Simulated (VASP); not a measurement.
CdSe:

```
Cd Se
1.0
     0.00000    3.09060    3.09060
     3.09060    0.00000    3.09060
     3.09060    3.09060    0.00000
Cd Se
1 1
Direct
  0.00000 0.00000 0.00000
  0.25000 0.25000 0.25000
```

This cell differs from its parent crystal: volume scaled by 1.02.

Program: VASP 6.6.1. Alike in all runs: task single point; potentials or basis VASP PAW PBE potentials, release 64 (Cd, Se); no spin polarisation; cell as given; k mesh 8 × 8 × 8; cutoff (eV) 520.

Order these runs on this cell by their band gap on the k mesh, lowest first.
A. level PBEsol+D3(BJ); smearing gaussian 0.1 eV
B. level revPBE+D3(BJ); smearing fermi-dirac 0.05 eV
C. level r2SCAN+D3(BJ); smearing fermi-dirac 0.05 eV

A (0.39 eV), B (0.64 eV), C (0.98 eV).

Caveats: three body term missing (some runs).
